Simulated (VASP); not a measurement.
# Ag (Im-3m) in VASP: further runs

The runs below take Ag through single point, with PBEsol.

All numbers are computed with VASP 6.6.1; they aren't measurements. Logs are shortened: lines on timing, memory, paths and dates and some standing lists are left out, and cuts for length are marked.

## (1) The cell of the first run

Symmetry: Im-3m, No. 229, cubic system. Conventional cell: a = 3.054 Å, b = 3.054 Å, c = 3.054 Å, α = 90.00°, β = 90.00°, γ = 90.00°. Ag (site symmetry m-3m) has 14 Ag at 2.65 to 3.05 Å within 3.5 Å.

## (2) Single point, PBEsol

Contents of INCAR:

```
ALGO = Normal ; EDIFF = 1E-6
ENCUT = 520 ; GGA = PS
ISIF = 2 ; ISMEAR = -1
LASPH = T ; LCHARG = F
LREAL = F ; LWAVE = F
NBANDS = 12 ; NELM = 100
PREC = Accurate ; SIGMA = 0.05
```

Contents of KPOINTS:

```
k-points
0
Gamma
  11 11 11
```

Contents of POSCAR:

```
Ag
1.0
   -1.5271511462      1.5271511462      1.5271511462
    1.5271511462     -1.5271511462      1.5271511462
    1.5271511462      1.5271511462     -1.5271511462
Ag
1
Direct
    0.0000000000      0.0000000000      0.0000000000
```

Potentials or basis: VASP PAW PBE potentials, release 64 (Ag).

Launch:

```console
cat potpaw_PBE.64/Ag/POTCAR > POTCAR
mpirun -np 1 vasp_std > vasp.out
```

OUTCAR:

```text
EDIFF = 1E-6
   ENCUT = 520
   GGA = PS
   ISIF = 2
   ISMEAR = -1
   LASPH = T
   LREAL = F
   NELM = 100
   PREC = Accurate

 ion  position               nearest neighbor table
   1  0.000  0.000  0.000-

  LATTYP: Found a body centered cubic cell.
 ALAT       =     3.0543022924

  Lattice vectors:

 A1 = (  -1.5271511462,   1.5271511462,   1.5271511462)
 A2 = (   1.5271511462,  -1.5271511462,   1.5271511462)
 A3 = (   1.5271511462,   1.5271511462,  -1.5271511462)

Analysis of symmetry for initial positions (statically):
=====================================================================
 Subroutine PRICEL returns:
 Original cell was already a primitive cell.

 Routine SETGRP: Setting up the symmetry group for a
 body centered cubic supercell.

 Subroutine GETGRP returns: Found 48 space group operations
[... 9 lines left out ...]

 Routine SETGRP: Setting up the symmetry group for a
 body centered cubic supercell.

 Subroutine GETGRP returns: Found 48 space group operations
[... 11 lines left out ...]
                                     Primitive cell

  volume of cell :      14.2464

  direct lattice vectors                    reciprocal lattice vectors
    -1.527151146  1.527151146  1.527151146     0.000000000  0.327407016  0.327407016
     1.527151146 -1.527151146  1.527151146     0.327407016  0.000000000  0.327407016
     1.527151146  1.527151146 -1.527151146     0.327407016  0.327407016  0.000000000

  length of vectors
     2.645103376  2.645103376  2.645103376     0.463023443  0.463023443  0.463023443

  position of ions in fractional coordinates (direct lattice)
     0.000000000  0.000000000  0.000000000

  ion indices of the primitive-cell ions
   primitive index   ion index
                 1           1

----------------------------------------------------------------------------------------

 KPOINTS: k-points

Automatic generation of k-mesh.
 Grid dimensions read from file:
 generate k-points for:   11   11   11

 Generating k-lattice:

  Cartesian coordinates                     Fractional coordinates (reciprocal lattice)
     0.000000000  0.029764274  0.029764274     0.090909091  0.000000000  0.000000000
     0.029764274  0.000000000  0.029764274     0.000000000  0.090909091  0.000000000
     0.029764274  0.029764274  0.000000000     0.000000000  0.000000000  0.090909091

  Length of vectors
     0.042093040  0.042093040  0.042093040

  Shift w.r.t. Gamma in fractional coordinates (k-lattice)
     0.000000000  0.000000000  0.000000000

 Subroutine IBZKPT returns following result:
 ===========================================

 Found     56 irreducible k-points:

 Following reciprocal coordinates:
            Coordinates               Weight
  0.000000  0.000000  0.000000      1.000000
  0.090909  0.000000  0.000000     12.000000
  0.181818  0.000000  0.000000     12.000000
  0.272727  0.000000  0.000000     12.000000
  0.363636  0.000000  0.000000     12.000000
  0.454545  0.000000  0.000000     12.000000
[... 16 lines left out ...]
  0.272727  0.181818  0.090909     48.000000
  0.363636  0.181818  0.090909     24.000000
 [... further k-points ...]
   k-points           NKPTS =     56   k-points in BZ     NKDIM =     56   number of bands    NBANDS=     12
   number of dos      NEDOS =    301   number of ions     NIONS =      1
   total plane-waves  NPLWV =   8000
   dimension x,y,z NGX =    20 NGY =   20 NGZ =   20
   dimension x,y,z NGXF=    40 NGYF=   40 NGZF=   40
   ions per type =               1
   NGX,Y,Z   is equivalent  to a cutoff of  12.57, 12.57, 12.57 a.u.
   NGXF,Y,Z  is equivalent  to a cutoff of  25.14, 25.14, 25.14 a.u.
 SYSTEM =  unknown system
   PREC   = accura    normal or accurate (medium, high low for compatibility)
   ISTART =      0    job   : 0-new  1-cont  2-samecut
   ICHARG =      2    charge: 1-file 2-atom 10-const
   ISPIN  =      1    spin polarized calculation?
   LNONCOLLINEAR =      F non collinear calculations
   LSORBIT =      F    spin-orbit coupling
   LASPH  =      T    aspherical Exc in radial PAW
   ENCUT  =  520.0 eV  38.22 Ry    6.18 a.u.   4.92  4.92  4.92*2*pi/ulx,y,z
   NELM   =    100;   NELMIN=  2; NELMDL= -5     # of ELM steps
   EDIFF  = 0.1E-05   stopping-criterion for ELM
   LREAL  =      F    real-space projection
   EDIFFG = 0.1E-04   stopping-criterion for IOM
   NSW    =      0    number of steps for IOM
   IBRION =     -1    ionic relax: 0-MD 1-quasi-New 2-CG
   NFREE  =      0    steps in history (QN), initial steepest desc. (CG)
   ISIF   =      2    stress and relaxation
   ISYM   =      2    0-nonsym 1-usesym 2-fastsym
   POTIM  = 0.5000    time-step for ionic-motion
   TEBEG  =    0.0;   TEEND  =   0.0 temperature during run
   PSTRESS=    0.0 pullay stress
   NELECT =      11.0000    total number of electrons
   NUPDOWN=      -1.0000    fix difference up-down
   EMIN   =  10.00;   EMAX   =-10.00  energy-range for DOS
   EFERMI =   0.00;   METHOD = LEGACY
   ISMEAR =    -1;   SIGMA  =   0.05  broadening in eV -4-tet -1-fermi 0-gaus
   EFERMI_NEDOS =   21; number of points for ismear=-14 and -15
   IALGO  =     38    algorithm
   IMIX   =      4    mixing-type and parameters
     AMIX     =   0.40;   BMIX     =  1.00
     AMIX_MAG =   1.60;   BMIX_MAG =  1.00
  volume/ion in A,a.u.               =      14.25        96.14
  Fermi-wavevector in a.u.,A,eV,Ry     =   1.501886  2.838153 30.690149  2.255662
  Thomas-Fermi vector in A             =   2.613199
   LORBIT       =      0    0 simple, 1 ext, 2 COOP (PROOUT), +10 PAW based schemes
   GGA     = PS    functional components
   LHFCALC =     F    Hartree Fock is set to
   AEXX    =    0.0000 exact exchange contribution
   IVDW    =     0    specifies the selected vdW correction
   LEPSILON=     F    determine dielectric tensor
   LRPA    =     F    only Hartree local field effects (RPA)
 non-spin polarized calculation
  energy-cutoff  :      520.00
  volume of cell :       14.25
 maximum number of plane-waves:       392
   NGX =  9   NGY =  9   NGZ =  9

 number of electron      10.9999995 magnetization

 Free energy of the ion-electron system (eV)
  ---------------------------------------------------
  ext. energy  EPLUGINS =         0.00000000
  ---------------------------------------------------
  free energy    TOTEN  =        -3.08670911 eV

  energy without entropy =       -3.08272346  energy(sigma->0) =       -3.08471629

 E-fermi :  11.0052     XC(G=0): -13.5175

 val. band max:       11.0005309645   @ k =  -0.3636   0.4545   0.0909
 cond. band min:      11.0840704461   @ k =  -0.2727   0.4545   0.0909
 fundamental gap:      0.0835394816
 Fermi energy:        11.0052232198

 k-point     1 :       0.0000    0.0000    0.0000
  band No.  band energies     occupation
      1       1.7439      2.00000
      2       5.3291      2.00000
      3       5.3291      2.00000
      4       5.3291      2.00000
      5       7.1346      2.00000
      6       7.1346      2.00000
      7      29.4746      0.00000
      8      29.4746      0.00000
      9      29.4746      0.00000
     10      37.6538      0.00000
     11      37.6538      0.00000
     12      39.0153      0.00000

 k-point     2 :       0.0909    0.0000    0.0000
  band No.  band energies     occupation
      1       2.0575      2.00000
      2       5.2352      2.00000
      3       5.3384      2.00000
      4       5.5374      2.00000
      5       7.0325      2.00000
      6       7.1419      2.00000
      7      29.0544      0.00000
      8      29.4453      0.00000
      9      29.8051      0.00000
     10      35.4654      0.00000
     11      36.1077      0.00000
     12      37.2692      0.00000

 k-point     3 :       0.1818    0.0000    0.0000
  band No.  band energies     occupation
      1       2.8694      2.00000
      2       4.9910      2.00000
      3       5.4108      2.00000
      4       6.1261      2.00000
      5       6.8700      2.00000
      6       7.1681      2.00000
      7      27.0824      0.00000
      8      28.7238      0.00000
      9      30.6907      0.00000
     10      34.2271      0.00000
     11      34.4123      0.00000
     12      34.6552      0.00000

 k-point     4 :       0.2727    0.0000    0.0000
  band No.  band energies     occupation
      1       3.5184      2.00000
      2       4.6868      2.00000
      3       6.0903      2.00000
      4       6.8628      2.00000
      5       6.9783      2.00000
      6       7.2175      2.00000
      7      23.6024      0.00000
      8      27.1647      0.00000
      9      31.2070      0.00000
     10      31.8385      0.00000
     11      34.2062      0.00000
     12      36.0681      0.00000

 k-point     5 :       0.3636    0.0000    0.0000
  band No.  band energies     occupation
      1       3.4754      2.00000
      2       4.4210      2.00000
      3       6.9537      2.00000
      4       7.2789      2.00000
      5       7.8697      2.00000
      6       7.9395      2.00000
      7      19.8661      0.00000
      8      25.7518      0.00000
      9      28.7627      0.00000
     10      32.8600      0.00000
     11      34.6055      0.00000
     12      38.1758      0.00000

 k-point     6 :       0.4545    0.0000    0.0000
  band No.  band energies     occupation
      1       3.3089      2.00000
      2       4.2686      2.00000
      3       7.0572      2.00000
      4       7.3229      2.00000
      5       8.4668      2.00000
      6       9.9855      2.00000
      7      16.8957      0.00000
      8      24.9669      0.00000
      9      27.3636      0.00000
     10      33.4400      0.00000
     11      35.0898      0.00000
     12      37.1930      0.00000

 k-point     7 :       0.0909    0.0909    0.0000
  band No.  band energies     occupation
      1       2.6357      2.00000
      2       5.1396      2.00000
      3       5.2290      2.00000
      4       5.9991      2.00000
      5       6.8737      2.00000
      6       7.1856      2.00000
      7      28.1174      0.00000
      8      28.8664      0.00000
      9      30.2486      0.00000
     10      33.4850      0.00000
     11      34.6212      0.00000
     12      36.6792      0.00000

 k-point     8 :       0.1818    0.0909    0.0000
  band No.  band energies     occupation
      1       3.4812      2.00000
      2       4.8822      2.00000
      3       5.3084      2.00000
      4       6.7599      2.00000
      5       6.8618      2.00000
      6       7.2900      2.00000
      7      25.5531      0.00000
      8      27.2562      0.00000
      9      30.6303      0.00000
     10      31.3999      0.00000
     11      35.1229      0.00000
     12      36.4515      0.00000
[... 166 lines left out ...]
 k-point    20 :       0.3636    0.0909    0.0909
  band No.  band energies     occupation
      1       3.7263      2.00000
      2       4.2826      2.00000
      3       6.9571      2.00000
      4       7.1427      2.00000
      5       7.3347      2.00000
      6      11.9881      0.00000
      7      17.0142      0.00000
      8      23.8141      0.00000
      9      24.4325      0.00000
     10      34.2352      0.00000
     11      37.7177      0.00000
     12      38.1677      0.00000

 k-point    21 :      -0.0909    0.0909    0.0909
  band No.  band energies     occupation
      1       2.3637      2.00000
      2       5.3604      2.00000
      3       5.3604      2.00000
      4       5.5331      2.00000
      5       6.7910      2.00000
      6       7.2710      2.00000
      7      28.5353      0.00000
      8      29.9842      0.00000
      9      29.9842      0.00000
     10      32.7487      0.00000
     11      36.4459      0.00000
     12      36.4459      0.00000

 k-point    22 :       0.1818    0.1818    0.0909
  band No.  band energies     occupation
      1       4.2779      2.00000
      2       4.6209      2.00000
      3       5.2362      2.00000
      4       7.0720      2.00000
      5       7.2801      2.00000
      6      10.0827      2.00000
      7      22.2160      0.00000
      8      22.5974      0.00000
      9      24.8711      0.00000
     10      33.6054      0.00000
     11      38.8674      0.00000
     12      39.8570      0.00000

 k-point    23 :       0.2727    0.1818    0.0909
  band No.  band energies     occupation
      1       4.1301      2.00000
      2       4.5051      2.00000
      3       5.8653      2.00000
      4       7.1627      2.00000
      5       7.3627      2.00000
      6      12.3067      0.00000
      7      18.8087      0.00000
      8      21.4206      0.00000
      9      24.0097      0.00000
     10      34.7662      0.00000
     11      38.1536      0.00000
     12      40.2805      0.00000

 k-point    24 :       0.3636    0.1818    0.0909
  band No.  band energies     occupation
      1       4.0598      2.00000
      2       4.4526      2.00000
      3       6.1484      2.00000
      4       7.2190      2.00000
      5       7.3866      2.00000
      6      14.1226      0.00000
      7      16.5383      0.00000
      8      21.0225      0.00000
      9      23.7122      0.00000
     10      35.2475      0.00000
     11      37.7380      0.00000
     12      40.4092      0.00000

 [... further k-points ...]
[... 5 lines left out ...]
  --------------------------------------------------------------------------------------
  -------------------------------------------------------------------------------------
  Total        2.6158127      2.6158127      2.6158127      0.0000000     -0.0000000      0.0000000
  in kB      294.1786592    294.1786592    294.1786592      0.0000000     -0.0000000      0.0000000
  external PRESSURE =     294.1786592 kB  Pullay stress =       0.0000000 kB

 VOLUME and BASIS-vectors are now :
 -----------------------------------------------------------------------------
  energy-cutoff  :      520.00
  volume of cell :       14.25
      direct lattice vectors                 reciprocal lattice vectors
    -1.527151146  1.527151146  1.527151146     0.000000000  0.327407016  0.327407016
     1.527151146 -1.527151146  1.527151146     0.327407016  0.000000000  0.327407016
     1.527151146  1.527151146 -1.527151146     0.327407016  0.327407016  0.000000000

 POSITION                                       TOTAL-FORCE (eV/Angst)
 -----------------------------------------------------------------------------------
      0.00000      0.00000      0.00000         0.000000      0.000000      0.000000
 -----------------------------------------------------------------------------------
    total drift:                                0.000000     -0.000000      0.000000

  FREE ENERGIE OF THE ION-ELECTRON SYSTEM (eV)
  ---------------------------------------------------
  free  energy   TOTEN  =        -3.0867091078 eV

  energy  without entropy=       -3.0827234646  energy(sigma->0) =       -3.08471629
```

Run time: 11 s. Hardware: 1 thread of Intel Xeon 6975P-C, shared host; peak memory 0.13 GiB.

What came out:

```
Free energy : -3.0867 eV
Pressure    : 29.4 GPa
```

Levels at points of the mesh, in eV from the Fermi level:
| k point | band 4 | band 5 | band 6 | band 7 | band 8 | band 9 |
| --- | --- | --- | --- | --- | --- | --- |
| (0.00, 0.00, 0.00) | -5.68 | -3.87 | -3.87 | 18.47 | 18.47 | 18.47 |

Caveat: the PAW data sets were made with another functional, which shifts forces and pressure a little.

## (3) Single point, PBEsol

This run uses another cell than the first one, of 16.15 Å³/atom, 1.133 times its volume.

Contents of INCAR:

```
  PREC = Accurate
  ENCUT = 520
  EDIFF = 1E-6
  ISMEAR = -1
  SIGMA = 0.05
  LREAL = False
  LASPH = True
  NELM = 100
  ALGO = Fast
  ISIF = 2
  LWAVE = False
  LCHARG = False
  GGA = PS
  NBANDS = 12
```

Contents of KPOINTS:

```
regular mesh
0
Gamma
  11 11 11
```

Contents of POSCAR:

```
Ag
1.0
   -1.5922552886      1.5922552886      1.5922552886
    1.5922552886     -1.5922552886      1.5922552886
    1.5922552886      1.5922552886     -1.5922552886
Ag
1
Direct
    0.0000000000      0.0000000000      0.0000000000
```

Potentials or basis: VASP PAW PBE potentials, release 64 (Ag).

Launch:

```console
cat potpaw_PBE.64/Ag/POTCAR > POTCAR
mpirun -np 1 vasp_std > vasp.out
```

It took 15 s on 1 thread of Intel Xeon 6975P-C, shared host; peak memory 0.14 GiB.

It converged, with:

| Item | Value |
| --- | --- |
| Free energy | -3.2723 eV |
| Pressure | 4.9 GPa |

Levels at points of the mesh, in eV from the Fermi level:
```
           k point  band 4  band 5  band 6  band 7  band 8  band 9
(0.00, 0.00, 0.00)   -5.08   -3.60   -3.60   18.15   18.15   18.15
```

Caveat: the PAW data sets were made with another functional, which shifts forces and pressure a little.
